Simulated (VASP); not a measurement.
# Rh (P6_3/mmc) in VASP: a series of runs

The runs below take Rh through single point, with LDA.

Program: VASP 6.6.1. These are calculated values, not measurements. Logs are shortened: lines on timing, memory, paths and dates and some standing lists are left out, and cuts for length are marked.

## 1. The cell of the first run

It takes space group P6_3/mmc (No. 194, hexagonal). Conventional cell: a = 2.657 Å, b = 2.657 Å, c = 8.659 Å, α = 90.00°, β = 90.00°, γ = 120.00°. Rh (site symmetry -3m) has 12 Rh at 2.65 to 2.66 Å within 3.5 Å. Rh (site symmetry -6m2) has 12 Rh at 2.65 to 2.66 Å within 3.5 Å.

## 2. Single point, LDA

Input file INCAR:

```
ALGO     = Normal         # electronic algorithm
EDIFF    = 1E-6           # SCF threshold, eV
ENCUT    = 520            # plane-wave cutoff, eV
ISIF     = 2              # what is computed and relaxed
ISMEAR   = 0              # smearing method
LASPH    = True           # aspherical terms in the spheres
LCHARG   = False          # write CHGCAR
LREAL    = False          # projectors in reciprocal space
LWAVE    = False          # write WAVECAR
NBANDS   = 38             # bands
NELM     = 80             # most SCF steps
PREC     = Accurate       # precision mode
SIGMA    = 0.1            # smearing width, eV
```

Input file KPOINTS:

```
k-points
0
Gamma
  12 12 2
```

Input file POSCAR:

```
Rh
1.0
    2.6574440376      0.0000000000      0.0000000000
   -1.3287220188      2.3014140457      0.0000000000
    0.0000000000      0.0000000000      8.6594758770
Rh
4
Direct
    0.0000000000      0.0000000000      0.0000000000
    0.3333333333      0.6666666667      0.2500000000
    0.0000000000      0.0000000000      0.5000000000
    0.6666666667      0.3333333333      0.7500000000
```

Potentials or basis: VASP PAW LDA potentials, release 64 (Rh_pv).

Command:

```
$ cat potpaw_LDA.64/Rh_pv/POTCAR > POTCAR
$ mpirun -np 1 vasp_std > vasp.out
```

OUTCAR:

```text
EDIFF = 1E-6
   ENCUT = 520
   ISIF = 2
   ISMEAR = 0
   LASPH = True
   LREAL = False
   NELM = 80
   PREC = Accurate

 ion  position               nearest neighbor table
   1  0.000  0.000  0.000-   2 2.65   4 2.65   4 2.65   2 2.65   4 2.65   2 2.65
   2  0.333  0.667  0.250-   1 2.65   3 2.65   1 2.65   3 2.65   1 2.65   3 2.65
   3  0.000  0.000  0.500-   2 2.65   4 2.65   4 2.65   2 2.65   4 2.65   2 2.65
   4  0.667  0.333  0.750-   1 2.65   3 2.65   1 2.65   3 2.65   1 2.65   3 2.65

  LATTYP: Found a hexagonal cell.
 ALAT       =     2.6574440376
 C/A-ratio  =     3.2585731833

  Lattice vectors:

 A1 = (   2.6574440376,   0.0000000000,   0.0000000000)
 A2 = (  -1.3287220188,   2.3014140457,   0.0000000000)
 A3 = (   0.0000000000,   0.0000000000,   8.6594758770)

Analysis of symmetry for initial positions (statically):
=====================================================================
 Subroutine PRICEL returns:
 Original cell was already a primitive cell.

 Routine SETGRP: Setting up the symmetry group for a
 hexagonal supercell.

 Subroutine GETGRP returns: Found 24 space group operations
 (whereof 12 operations were pure point group operations)
 out of a pool of 24 trial point group operations.

The static configuration has the point symmetry D_3d.
 The point group associated with its full space group is D_6h.

Analysis of symmetry for dynamics (positions and initial velocities):
=====================================================================
 Subroutine PRICEL returns:
 Original cell was already a primitive cell.

 Routine SETGRP: Setting up the symmetry group for a
 hexagonal supercell.

 Subroutine GETGRP returns: Found 24 space group operations
 (whereof 12 operations were pure point group operations)
 out of a pool of 24 trial point group operations.

The dynamic configuration has the point symmetry D_3d.
 The point group associated with its full space group is D_6h.

 Subroutine INISYM returns: Found 24 space group operations
 (whereof 12 operations are pure point group operations),
 and found     1 'primitive' translations

----------------------------------------------------------------------------------------

                                     Primitive cell

  volume of cell :      52.9603

  direct lattice vectors                    reciprocal lattice vectors
     2.657444038  0.000000000  0.000000000     0.376301433  0.217257734  0.000000000
    -1.328722019  2.301414046  0.000000000     0.000000000  0.434515468  0.000000000
     0.000000000  0.000000000  8.659475877     0.000000000  0.000000000  0.115480430

  length of vectors
     2.657444038  2.657444038  8.659475877     0.434515468  0.434515468  0.115480430

  position of ions in fractional coordinates (direct lattice)
     0.000000000  0.000000000  0.000000000
     0.333333333  0.666666667  0.250000000
     0.000000000  0.000000000  0.500000000
     0.666666667  0.333333333  0.750000000

  ion indices of the primitive-cell ions
   primitive index   ion index
                 1           1
                 2           2
                 3           3
                 4           4

----------------------------------------------------------------------------------------

 KPOINTS: k-points

Automatic generation of k-mesh.
 Grid dimensions read from file:
 generate k-points for:   12   12    2

 Generating k-lattice:

  Cartesian coordinates                     Fractional coordinates (reciprocal lattice)
     0.031358453  0.018104811  0.000000000     0.083333333  0.000000000  0.000000000
     0.000000000  0.036209622  0.000000000     0.000000000  0.083333333  0.000000000
     0.000000000  0.000000000  0.057740215     0.000000000  0.000000000  0.500000000

  Length of vectors
     0.036209622  0.036209622  0.057740215

  Shift w.r.t. Gamma in fractional coordinates (k-lattice)
     0.000000000  0.000000000  0.000000000

 Subroutine IBZKPT returns following result:
 ===========================================

 Found     38 irreducible k-points:

 Following reciprocal coordinates:
            Coordinates               Weight
  0.000000  0.000000  0.000000      1.000000
  0.083333  0.000000  0.000000      6.000000
  0.166667  0.000000  0.000000      6.000000
  0.250000  0.000000  0.000000      6.000000
  0.333333  0.000000  0.000000      6.000000
  0.416667  0.000000  0.000000      6.000000
[... 16 lines left out ...]
  0.250000  0.000000  0.500000      6.000000
  0.333333  0.000000  0.500000      6.000000
 [... further k-points ...]
   k-points           NKPTS =     38   k-points in BZ     NKDIM =     38   number of bands    NBANDS=     38
   number of dos      NEDOS =    301   number of ions     NIONS =      4
   total plane-waves  NPLWV =  25600
   dimension x,y,z NGX =    20 NGY =   20 NGZ =   64
   dimension x,y,z NGXF=    40 NGYF=   40 NGZF=  128
   ions per type =               4
   NGX,Y,Z   is equivalent  to a cutoff of  12.51, 12.51, 12.29 a.u.
   NGXF,Y,Z  is equivalent  to a cutoff of  25.02, 25.02, 24.57 a.u.
 SYSTEM =  unknown system
   PREC   = accura    normal or accurate (medium, high low for compatibility)
   ISTART =      0    job   : 0-new  1-cont  2-samecut
   ICHARG =      2    charge: 1-file 2-atom 10-const
   ISPIN  =      1    spin polarized calculation?
   LNONCOLLINEAR =      F non collinear calculations
   LSORBIT =      F    spin-orbit coupling
   LASPH  =      T    aspherical Exc in radial PAW
   ENCUT  =  520.0 eV  38.22 Ry    6.18 a.u.   4.94  4.94 16.10*2*pi/ulx,y,z
   NELM   =     80;   NELMIN=  2; NELMDL= -5     # of ELM steps
   EDIFF  = 0.1E-05   stopping-criterion for ELM
   LREAL  =      F    real-space projection
   EDIFFG = 0.1E-04   stopping-criterion for IOM
   NSW    =      0    number of steps for IOM
   IBRION =     -1    ionic relax: 0-MD 1-quasi-New 2-CG
   NFREE  =      0    steps in history (QN), initial steepest desc. (CG)
   ISIF   =      2    stress and relaxation
   ISYM   =      2    0-nonsym 1-usesym 2-fastsym
   POTIM  = 0.5000    time-step for ionic-motion
   TEBEG  =    0.0;   TEEND  =   0.0 temperature during run
   PSTRESS=    0.0 pullay stress
   NELECT =      60.0000    total number of electrons
   NUPDOWN=      -1.0000    fix difference up-down
   EMIN   =  10.00;   EMAX   =-10.00  energy-range for DOS
   EFERMI =   0.00;   METHOD = LEGACY
   ISMEAR =     0;   SIGMA  =   0.10  broadening in eV -4-tet -1-fermi 0-gaus
   EFERMI_NEDOS =   21; number of points for ismear=-14 and -15
   IALGO  =     38    algorithm
   IMIX   =      4    mixing-type and parameters
     AMIX     =   0.40;   BMIX     =  1.00
     AMIX_MAG =   1.60;   BMIX_MAG =  1.00
  volume/ion in A,a.u.               =      13.24        89.35
  Fermi-wavevector in a.u.,A,eV,Ry     =   1.706639  3.225081 39.628571  2.912618
  Thomas-Fermi vector in A             =   2.785639
   LORBIT       =      0    0 simple, 1 ext, 2 COOP (PROOUT), +10 PAW based schemes
   GGA     = CA    functional components
   LHFCALC =     F    Hartree Fock is set to
   AEXX    =    0.0000 exact exchange contribution
   IVDW    =     0    specifies the selected vdW correction
   LEPSILON=     F    determine dielectric tensor
   LRPA    =     F    only Hartree local field effects (RPA)
 non-spin polarized calculation
 Gauss-broadening in eV      SIGMA  =   0.10
  energy-cutoff  :      520.00
  volume of cell :       52.96
 maximum number of plane-waves:      1467
 NGX is ok and might be reduce to    20
   NGX =  9   NGY =  9   NGZ = 33

 number of electron      60.0000023 magnetization

 Free energy of the ion-electron system (eV)
  ---------------------------------------------------
  ext. energy  EPLUGINS =         0.00000000
  ---------------------------------------------------
  free energy    TOTEN  =       -34.66797907 eV

  energy without entropy =      -34.64304040  energy(sigma->0) =      -34.65550973

 E-fermi :  12.4572     XC(G=0): -14.5926

 val. band max:       12.4015329304   @ k =   0.3333   0.1667   0.5000
 cond. band min:      12.4699053001   @ k =   0.3333   0.0000   0.0000
 fundamental gap:      0.0683723697
 Fermi energy:        12.4572179844

 k-point     1 :       0.0000    0.0000    0.0000
  band No.  band energies     occupation
      1     -34.6658      2.00000
      2     -34.2653      2.00000
      3     -34.2290      2.00000
      4     -33.9207      2.00000
      5     -33.9207      2.00000
      6     -33.8833      2.00000
[... 30 lines left out ...]
     37      21.3992      0.00000
     38      26.9442      0.00000

 k-point     2 :       0.0833    0.0000    0.0000
  band No.  band energies     occupation
      1     -34.6472      2.00000
      2     -34.2689      2.00000
      3     -34.2356      2.00000
      4     -33.9637      2.00000
      5     -33.9343      2.00000
      6     -33.9152      2.00000
[... 30 lines left out ...]
     37      21.3508      0.00000
     38      27.2559      0.00000

 k-point     3 :       0.1667    0.0000    0.0000
  band No.  band energies     occupation
      1     -34.5944      2.00000
      2     -34.2891      2.00000
      3     -34.2712      2.00000
      4     -34.0769      2.00000
      5     -33.9968      2.00000
      6     -33.9707      2.00000
[... 30 lines left out ...]
     37      21.2355      0.00000
     38      27.8390      0.00000

 k-point     4 :       0.2500    0.0000    0.0000
  band No.  band energies     occupation
      1     -34.5187      2.00000
      2     -34.3688      2.00000
      3     -34.3476      2.00000
      4     -34.2266      2.00000
      5     -34.1390      2.00000
      6     -34.0243      2.00000
[... 30 lines left out ...]
     37      21.1448      0.00000
     38      26.3675      0.00000
[... 703 lines left out ...]
      4     -34.0819      2.00000
      5     -34.0156      2.00000
      6     -34.0156      2.00000
[... 30 lines left out ...]
     37      24.1762      0.00000
     38      24.1762      0.00000

 k-point    23 :       0.2500    0.0000    0.5000
  band No.  band energies     occupation
      1     -34.4740      2.00000
      2     -34.4740      2.00000
      3     -34.2408      2.00000
      4     -34.2408      2.00000
      5     -34.1292      2.00000
      6     -34.1292      2.00000
[... 30 lines left out ...]
     37      24.5001      0.00000
     38      24.5001      0.00000

 k-point    24 :       0.3333    0.0000    0.5000
  band No.  band energies     occupation
      1     -34.4958      2.00000
      2     -34.4958      2.00000
      3     -34.3943      2.00000
      4     -34.3943      2.00000
      5     -34.1922      2.00000
      6     -34.1922      2.00000
[... 30 lines left out ...]
     37      23.9368      0.00000
     38      23.9368      0.00000

 [... further k-points ...]
[... 5 lines left out ...]
  --------------------------------------------------------------------------------------
  -------------------------------------------------------------------------------------
  Total        0.3399031      0.3399031      0.3422817      0.0000000      0.0000000      0.0000000
  in kB       10.2828920     10.2828920     10.3548482      0.0000000      0.0000000      0.0000000
  external PRESSURE =      10.3068774 kB  Pullay stress =       0.0000000 kB

 VOLUME and BASIS-vectors are now :
 -----------------------------------------------------------------------------
  energy-cutoff  :      520.00
  volume of cell :       52.96
      direct lattice vectors                 reciprocal lattice vectors
     2.657444038  0.000000000  0.000000000     0.376301433  0.217257734  0.000000000
    -1.328722019  2.301414046  0.000000000     0.000000000  0.434515468  0.000000000
     0.000000000  0.000000000  8.659475877     0.000000000  0.000000000  0.115480430

 POSITION                                       TOTAL-FORCE (eV/Angst)
 -----------------------------------------------------------------------------------
      0.00000      0.00000      0.00000         0.000000      0.000000     -0.000000
     -0.00000      1.53428      2.16487        -0.000000      0.000000      0.000000
      0.00000      0.00000      4.32974         0.000000      0.000000     -0.000000
      1.32872      0.76714      6.49461         0.000000     -0.000000      0.000000
 -----------------------------------------------------------------------------------
    total drift:                                0.000000     -0.000000      0.000000

  FREE ENERGIE OF THE ION-ELECTRON SYSTEM (eV)
  ---------------------------------------------------
  free  energy   TOTEN  =       -34.6679790686 eV

  energy  without entropy=      -34.6430403965  energy(sigma->0) =      -34.65550973
```

Run time: 68 s. Hardware: 1 thread of Intel Xeon Platinum 8488C (Sapphire Rapids), shared host; peak memory 0.18 GiB.

What came out:

```yaml
Free_energy: -34.6680 eV
Pressure: 1.0 GPa
Band_gap_on_the_k_mesh: zero (band 30 reaches 13.34 eV, above the bottom of band 31 at 11.20 eV)
```

Caveat: the k points lie up to 0.36 Å⁻¹ apart.

## 3. Single point, LDA

Changes to INCAR since step 2:

```diff
@@ -2,3 +2,4 @@
 EDIFF    = 1E-6           # SCF threshold, eV
-ENCUT    = 520            # plane-wave cutoff, eV
+ENCUT    = 530            # plane-wave cutoff, eV
+GGA_COMPAT= False        
 ISIF     = 2              # what is computed and relaxed
@@ -9,4 +10,4 @@
 LWAVE    = False          # write WAVECAR
-NBANDS   = 38             # bands
-NELM     = 80             # most SCF steps
+NBANDS   = 42             # bands
+NELM     = 120            # most SCF steps
 PREC     = Accurate       # precision mode
```

KPOINTS is that of step 2.

POSCAR is that of step 2.

Potentials or basis: VASP PAW LDA potentials, release 64 (Rh_sv_GW).

Command:

```
$ cat potpaw_LDA.64/Rh_sv_GW/POTCAR > POTCAR
$ mpirun -np 1 vasp_std > vasp.out
```

Wall time 66 s (1 thread of AMD EPYC 9R14 (Zen 4), shared host); peak memory 0.17 GiB.

The run converged. Its results:

```yaml
Free_energy: -31.2362 eV
Pressure: -2.0 GPa
Band_gap_on_the_k_mesh: zero (band 34 reaches 12.18 eV, above the bottom of band 35 at 10.04 eV)
```

Levels at points of the mesh, in eV from the Fermi level:
| k point | band 31 | band 32 | band 33 | band 34 | band 35 | band 36 | band 37 | band 38 |
| --- | --- | --- | --- | --- | --- | --- | --- | --- |
| (0.00, 0.00, 0.00) | -2.82 | -1.55 | -1.55 | -0.95 | -0.95 | -0.37 | -0.37 | 0.45 |
| (0.50, 0.00, 0.00) | 0.60 | 0.64 | 0.69 | 0.89 | 0.89 | 0.92 | 1.17 | 2.25 |
| (0.00, 0.00, 0.50) | -1.25 | -1.25 | -1.22 | -1.22 | -1.22 | -1.22 | 0.07 | 0.07 |
| (0.50, 0.00, 0.50) | -0.13 | -0.13 | 0.62 | 0.62 | 0.86 | 0.86 | 2.95 | 2.95 |

Caveat: the k points lie up to 0.36 Å⁻¹ apart.
